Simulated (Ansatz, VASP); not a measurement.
# One calculation of NaH, two programs

```xyz
2
Lattice="2.9551 0.0000 0.0000 0.0000 2.9551 0.0000 0.0000 0.0000 2.9108" Properties=species:S:1:pos:R:3 pbc="T T T"
Na    0.0000    0.0000    0.0000
H     1.4776    1.4776    1.4554
```

Change from the starting cell: strain -0.0150 x Voigt [0, 0, 1, 0, 0, 0], atoms carried along.

Alike in both runs: task single point; functional LDA; k mesh 12 × 12 × 12; occupations gaussian, width 0.05 eV; no spin polarisation.

|  | VASP | Ansatz |
| --- | --- | --- |
| version | VASP 6.6.1 | Ansatz 0.2.0 |
| potentials or method | VASP PAW LDA potentials, release 64 (Na_pv, H), cutoff 520 eV | scalar-relativistic, plane waves, PAW |
| valence electrons in the cell | 8 | 10 |

VASP gave:

```
gap on the k mesh at the Fermi level (eV)                     : 0.53
least direct gap on the mesh (eV)                             : 4.17
pressure (GPa)                                                : -1.8
traceless stress, the component that is largest in VASP (GPa) : 1.14
```

Which values does Ansatz return?

gap on the k mesh at the Fermi level (eV): 0.53; least direct gap on the mesh (eV): 4.18; pressure (GPa): -1.7; traceless stress, the component that is largest in VASP (GPa): 1.14.

LDA's correlation is that of Perdew and Zunger in VASP and of Perdew and Wang (1992) in Ansatz. VASP's potentials hold 8 valence electrons a cell and Ansatz's 10, so a difference there can come from the potentials and not from the codes.
